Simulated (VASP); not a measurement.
# Ta4S in VASP: further runs, part 2 of 2

VASP 6.6.1.

## Step 4: Relaxation of the atoms, PBE

Contents of INCAR:

```
PREC = Accurate
ENCUT = 520
EDIFF = 1E-6
ISMEAR = 0
SIGMA = 0.1
LREAL = False
LASPH = True
NELM = 100
ALGO = Normal
ISIF = 2
LWAVE = False
LCHARG = False
LDIPOL = True
IDIPOL = 3
DIPOL = 0.5 0.5 0.350
GGA = PE
IBRION = 2
NSW = 36
EDIFFG = -0.025
```

Contents of KPOINTS:

```
regular mesh
0
Gamma
  8 8 1
```

Contents of POSCAR:

```
Ta4S
1.0
    3.3189671341      0.0000000000      0.0000000000
    0.0000000000      3.3189671341      0.0000000000
    0.0000000000      0.0000000000     20.2996559613
Ta S
4 1
Selective dynamics
Direct
    0.5000000000      0.5000000000      0.1970476745  F F F
    0.0000000000      0.0000000000      0.2787970189  F F F
    0.5000000000      0.5000000000      0.3599139055  F F F
    0.0000000000      0.0000000000      0.4334879359  F F F
    0.5000000000      0.5000000000      0.4797941394  F F T
```

Potentials or basis: VASP PAW PBE potentials, release 64 (Ta_pv, S).

Launch:

```sh
cat potpaw_PBE.64/Ta_pv/POTCAR potpaw_PBE.64/S/POTCAR > POTCAR
mpirun -np 1 vasp_std > vasp.out
```

OUTCAR:

```text
PREC = Accurate
   ENCUT = 520
   EDIFF = 1E-6
   ISMEAR = 0
   LREAL = False
   LASPH = True
   NELM = 100
   ISIF = 2
   GGA = PE
   IBRION = 2
   NSW = 36
   EDIFFG = -0.025

 ion  position               nearest neighbor table
   1  0.500  0.500  0.197-   2 2.87   2 2.87   2 2.87   2 2.87   3 3.31
   2  0.000  0.000  0.279-   3 2.87   3 2.87   3 2.87   3 2.87   1 2.87   1 2.87   1 2.87   1 2.87
                             4 3.14
   3  0.500  0.500  0.360-   5 2.43   4 2.78   4 2.78   4 2.78   4 2.78   2 2.87   2 2.87   2 2.87
                             2 2.87   1 3.31
   4  0.000  0.000  0.433-   5 2.53   5 2.53   5 2.53   5 2.53   3 2.78   3 2.78   3 2.78   3 2.78
                             2 3.14
   5  0.500  0.500  0.480-   3 2.43   4 2.53   4 2.53   4 2.53   4 2.53

  LATTYP: Found a simple tetragonal cell.
 ALAT       =     3.3189671341
 C/A-ratio  =     6.1162569984

  Lattice vectors:

 A1 = (   3.3189671341,   0.0000000000,   0.0000000000)
 A2 = (   0.0000000000,   3.3189671341,   0.0000000000)
 A3 = (   0.0000000000,   0.0000000000,  20.2996559613)

Analysis of symmetry for initial positions (statically):
=====================================================================
 Subroutine PRICEL returns:
 Original cell was already a primitive cell.

 Routine SETGRP: Setting up the symmetry group for a
 simple tetragonal supercell.

 Subroutine GETGRP returns: Found  8 space group operations
 (whereof  8 operations were pure point group operations)
 out of a pool of 16 trial point group operations.

The static configuration has the point symmetry C_4v.

Analysis of symmetry for dynamics (positions and initial velocities):
=====================================================================
 Subroutine PRICEL returns:
 Original cell was already a primitive cell.

 Routine SETGRP: Setting up the symmetry group for a
 simple tetragonal supercell.

 Subroutine GETGRP returns: Found  8 space group operations
 (whereof  8 operations were pure point group operations)
 out of a pool of 16 trial point group operations.

The dynamic configuration has the point symmetry C_4v.

Analysis of constrained symmetry for selective dynamics:
=====================================================================
 Subroutine PRICEL returns:
 Original cell was already a primitive cell.

 Routine SETGRP: Setting up the symmetry group for a
 simple tetragonal supercell.

 Subroutine GETGRP returns: Found  8 space group operations
 (whereof  8 operations were pure point group operations)
 out of a pool of 16 trial point group operations.

The constrained configuration has the point symmetry C_4v.

 Subroutine INISYM returns: Found  8 space group operations
 (whereof  8 operations are pure point group operations),
 and found     1 'primitive' translations

----------------------------------------------------------------------------------------

                                     Primitive cell

  volume of cell :     223.6117

  direct lattice vectors                    reciprocal lattice vectors
     3.318967134  0.000000000  0.000000000     0.301298555  0.000000000  0.000000000
     0.000000000  3.318967134  0.000000000     0.000000000  0.301298555  0.000000000
[... 74 lines left out ...]
   ICHARG =      2    charge: 1-file 2-atom 10-const
   ISPIN  =      1    spin polarized calculation?
   LNONCOLLINEAR =      F non collinear calculations
   LSORBIT =      F    spin-orbit coupling
   LASPH  =      T    aspherical Exc in radial PAW
   ENCUT  =  520.0 eV  38.22 Ry    6.18 a.u.   6.17  6.17 37.74*2*pi/ulx,y,z
   NELM   =    100;   NELMIN=  2; NELMDL= -5     # of ELM steps
   EDIFF  = 0.1E-05   stopping-criterion for ELM
   LREAL  =      F    real-space projection
   EDIFFG = -.3E-01   stopping-criterion for IOM
   NSW    =     36    number of steps for IOM
   IBRION =      2    ionic relax: 0-MD 1-quasi-New 2-CG
   NFREE  =      1    steps in history (QN), initial steepest desc. (CG)
   ISIF   =      2    stress and relaxation
   ISYM   =      2    0-nonsym 1-usesym 2-fastsym
   POTIM  = 0.5000    time-step for ionic-motion
   TEBEG  =    0.0;   TEEND  =   0.0 temperature during run
   PSTRESS=    0.0 pullay stress
   NELECT =      50.0000    total number of electrons
   NUPDOWN=      -1.0000    fix difference up-down
   EMIN   =  10.00;   EMAX   =-10.00  energy-range for DOS
   EFERMI =   0.00;   METHOD = LEGACY
   ISMEAR =     0;   SIGMA  =   0.10  broadening in eV -4-tet -1-fermi 0-gaus
   EFERMI_NEDOS =   21; number of points for ismear=-14 and -15
   IALGO  =     38    algorithm
   IMIX   =      4    mixing-type and parameters
     AMIX     =   0.40;   BMIX     =  1.00
     AMIX_MAG =   1.60;   BMIX_MAG =  1.00
  volume/ion in A,a.u.               =      44.72       301.80
  Fermi-wavevector in a.u.,A,eV,Ry     =   0.993650  1.877726 13.433572  0.987340
  Thomas-Fermi vector in A             =   2.125546
   LORBIT       =      0    0 simple, 1 ext, 2 COOP (PROOUT), +10 PAW based schemes
   GGA     = PE    functional components
   LHFCALC =     F    Hartree Fock is set to
   AEXX    =    0.0000 exact exchange contribution
   IVDW    =     0    specifies the selected vdW correction
   LEPSILON=     F    determine dielectric tensor
   LRPA    =     F    only Hartree local field effects (RPA)
 conjugate gradient relaxation of ions
 non-spin polarized calculation
 Gauss-broadening in eV      SIGMA  =   0.10
  energy-cutoff  :      520.00
  volume of cell :      223.61
 maximum number of plane-waves:      6059
 NGX is ok and might be reduce to    28
   NGX = 13   NGY = 13   NGZ = 75

--------------------------------------- Ionic step        1  -------------------------------------------

 number of electron      49.9999996 magnetization

 Free energy of the ion-electron system (eV)
  ---------------------------------------------------
  ext. energy  EPLUGINS =         0.00000000
  ---------------------------------------------------
  free energy    TOTEN  =       -50.74898902 eV

  energy without entropy =      -50.73414936  energy(sigma->0) =      -50.74156919

------------------------ aborting loop because EDIFF is reached ----------------------------------------

  FORCE on cell =-STRESS in cart. coord.  units (eV):
  Direction    XX          YY          ZZ          XY          YZ          ZX
  --------------------------------------------------------------------------------------
  -------------------------------------------------------------------------------------
  Total       -0.4267749     -0.4267749      5.6741108      0.0000000      0.0000000      0.0000000
  in kB       -3.0578406     -3.0578406     40.6549855      0.0000000      0.0000000      0.0000000
  external PRESSURE =      11.5131014 kB  Pullay stress =       0.0000000 kB
[... 59 lines left out ...]
  FREE ENERGIE OF THE ION-ELECTRON SYSTEM (eV)
  ---------------------------------------------------
  free  energy   TOTEN  =       -50.9290455371 eV

  energy  without entropy=      -50.9167656408  energy(sigma->0) =      -50.92290559

 dipolmoment           0.000000      0.000000      0.001483 electrons x Angstroem

--------------------------------------- Ionic step        3  -------------------------------------------

 number of electron      49.9999995 magnetization

 dipolmoment           0.000000      0.000000     -0.000818 electrons x Angstroem

 Free energy of the ion-electron system (eV)
  ---------------------------------------------------
  ext. energy  EPLUGINS =         0.00000000
  ---------------------------------------------------
  free energy    TOTEN  =       -50.96905348 eV

  energy without entropy =      -50.95391273  energy(sigma->0) =      -50.96148310

 E-fermi :   0.1481     XC(G=0):  -5.7504

 val. band max:        0.1293916195   @ k =   0.0000   0.0000   0.0000
 cond. band min:       0.1495019757   @ k =   0.2500   0.2500   0.0000
 fundamental gap:      0.0201103562
 Fermi energy:         0.1481200090

 k-point     1 :       0.0000    0.0000    0.0000
  band No.  band energies     occupation
      1     -34.7967      2.00000
      2     -34.7779      2.00000
      3     -34.7779      2.00000
      4     -34.6585      2.00000
      5     -34.6196      2.00000
      6     -34.6196      2.00000
[... 484 lines left out ...]
     29       2.4643      0.00000
     30       2.9678      0.00000

------------------------ aborting loop because EDIFF is reached ----------------------------------------

 vacuum level on the upper side and lower side of the slab       (xc-potential included)        -0.349        -0.330

  FORCE on cell =-STRESS in cart. coord.  units (eV):
  Direction    XX          YY          ZZ          XY          YZ          ZX
  --------------------------------------------------------------------------------------
  -------------------------------------------------------------------------------------
  Total       -1.9914773     -1.9914773      0.8216962      0.0000000      0.0000000      0.0000000
  in kB      -14.2689287    -14.2689287      5.8874505      0.0000000      0.0000000      0.0000000
  external PRESSURE =      -7.5501356 kB  Pullay stress =       0.0000000 kB
[... 20 lines left out ...]
  FREE ENERGIE OF THE ION-ELECTRON SYSTEM (eV)
  ---------------------------------------------------
  free  energy   TOTEN  =       -50.9690534780 eV

  energy  without entropy=      -50.9539127308  energy(sigma->0) =      -50.96148310

 reached required accuracy - stopping structural energy minimisation

 vacuum level on the upper side and lower side of the slab         3.952         3.970
```

Wall time 7.7 min (1 thread of Oxide Virtual Turin-like, shared host); peak memory 0.37 GiB.

What came out:

```yaml
Free_energy: -50.9691 eV
Energy_gained_by_relaxing: 44.0 meV/atom
Ionic_steps: 3
Band_gap_on_the_k_mesh: zero (bands 25 and 26 overlap by 0.25 eV)
```

The path:
| step | energy change (eV) | largest force on free atoms (eV/Å) | pressure (GPa) |
| --- | --- | --- | --- |
| 1 | 0.0000 | 2.3180 | 1.15 |
| 2 | -0.1801 | 0.9362 | -0.01 |
| 3 | -0.2201 | 0.0083 | -0.76 |

Final structure:
```xyz
5
Lattice="3.3190 0.0000 0.0000 0.0000 3.3190 0.0000 0.0000 0.0000 20.2997" Properties=species:S:1:pos:R:3 pbc="T T T"
Ta    1.6595    1.6595    4.0000
Ta    0.0000    0.0000    5.6595
Ta    1.6595    1.6595    7.3061
Ta    0.0000    0.0000    8.7997
S     1.6595    1.6595    9.9387
```

Levels at points of the mesh, in eV from the Fermi level:
```
           k point  band 23  band 24  band 25  band 26  band 27  band 28
(0.00, 0.00, 0.00)    -0.08    -0.02     0.25     0.25     0.54     0.54
(0.50, 0.00, 0.00)    -0.99    -0.84    -0.10     0.05     0.98     1.07
(0.50, 0.50, 0.00)    -1.76    -0.44    -0.44     1.80     2.08     2.08
```

Caveat: spin-orbit coupling is left out, which moves the levels of the heavy elements.

## Step 5: Summary

| task | cell | atoms held fixed (from 0) | atoms held along some axes (from 0) | gap on the mesh (eV) | largest force (eV/Å) |
| --- | --- | --- | --- | --- | --- |
| single point | as given, atomic positions A | - | - | none | 2.23 |
| single point | as given, atomic positions B | - | - | none | 2.38 |
| relaxation of the atoms | atoms relaxed, atomic positions C | [0, 1, 2, 3] | atom 4 along a and b | none | - |

Alike in all rows: level PBE; potentials or basis VASP PAW PBE potentials, release 64 (Ta_pv, S); no spin polarisation; k mesh 8 × 8 × 1; cutoff (eV) 520; smearing gaussian 0.1 eV.

Caveats: spin-orbit coupling is left out, which moves the levels of the heavy elements.

Total energies depend on the potentials used, so only differences within one code and one set of settings carry meaning.

The gap in the log of VASP goes by the Fermi energy; the results here count the filled bands.